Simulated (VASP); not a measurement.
Wanted: the native input for a VASP 6.6.1 run.

| Property | Result |
| --- | --- |
| Task | single point |
| Functional | HSE06 |
| Potentials or basis | VASP PAW PBE potentials, release 64 (B, N) |
| Cutoff | 520 eV |
| k mesh | 6 × 6 × 6 |
| Occupations | fermi-dirac, width 0.02 eV |
| Spin | no spin polarisation |
| Dipole correction | no |
| Grid for exact exchange (PRECFOCK) | Normal |
| Further INCAR settings | ALGO = Normal; EDIFF = 1e-06; NBANDS = 11 |
| Screening parameter | 0.2079 1/Å |

Crystal: BN.

```
CELL_PARAMETERS angstrom
2.31480 0.00000 0.00000
0.00000 2.31480 0.00000
0.00000 0.00000 2.31480
ATOMIC_POSITIONS crystal
B 0.00000 0.00000 0.00000
N 0.50000 0.50000 0.50000
```

One way to write it, as run:

POSCAR

```
BN
1.0
    2.3148041895      0.0000000000      0.0000000000
    0.0000000000      2.3148041895      0.0000000000
    0.0000000000      0.0000000000      2.3148041895
B N
1 1
Direct
    0.0000000000      0.0000000000      0.0000000000
    0.5000000000      0.5000000000      0.5000000000
```

INCAR.step1

```
ALGO = Normal
EDIFF = 1E-5
ENCUT = 520
GGA = PE
ISIF = 2
ISMEAR = -1
LASPH = True
LCHARG = False
LREAL = False
LWAVE = True
NBANDS = 11
NELM = 60
PREC = Accurate
SIGMA = 0.02
```

INCAR.step2

```
ALGO = Normal
EDIFF = 1E-6
ENCUT = 520
GGA = PE
HFSCREEN = 0.2079
ISIF = 2
ISMEAR = -1
ISTART = 1
LASPH = True
LCHARG = False
LHFCALC = True
LREAL = False
LWAVE = False
NBANDS = 11
NELM = 60
PREC = Accurate
PRECFOCK = Normal
SIGMA = 0.02
```

KPOINTS

```
k-points
0
Gamma
  6 6 6
```

Potentials or basis: VASP PAW PBE potentials, release 64 (B, N).

Run with:

```sh
$ cat potpaw_PBE.64/B/POTCAR potpaw_PBE.64/N/POTCAR > POTCAR
$ cp INCAR.step1 INCAR
$ mpirun -np 1 vasp_std > vasp.out
$ cp INCAR.step2 INCAR
$ mpirun -np 1 vasp_std > vasp.out
```

Results of the run:

| Quantity | Value |
| --- | --- |
| Pressure | -7.1 GPa |
| Band gap on the k mesh | zero (band 4 reaches 9.96 eV, above the bottom of band 5 at 6.72 eV) |

Caveat: the k points lie up to 0.45 Å⁻¹ apart; the PAW data sets were made with another functional, which shifts forces and pressure a little.

Wall time 72 s on 1 thread of Intel(R) Xeon(R) 6975P-C (Granite Rapids), with other jobs on the host, peak memory 0.21 GiB.
